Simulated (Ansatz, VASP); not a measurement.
## Be in VASP and in Ansatz

```
Be
1.0
     0.00000    2.51312    2.51312
     2.51312    0.00000    2.51312
     2.51312    2.51312    0.00000
Be
2
Direct
  0.12500 0.12500 0.12500
  0.87500 0.87500 0.87500
```

Alike in both runs: task single point; functional PBE; k mesh 13 × 13 × 13; occupations fermi-dirac, width 0.1 eV; no spin polarisation.

|  | VASP | Ansatz |
| --- | --- | --- |
| version | VASP 6.6.1 | Ansatz 0.2.0 |
| potentials or method | VASP PAW PBE potentials, release 64 (Be), cutoff 520 eV | plane waves (420 eV) with PAW, scalar-relativistic |
| valence electrons in the cell | 4 | 4 |

|  | VASP | Ansatz | Ansatz less VASP |
| --- | --- | --- | --- |
| pressure (GPa) | -3.0 | -3.0 | -0.02 |

The functional is the same, so the differences come from potentials, cutoffs and numerics.
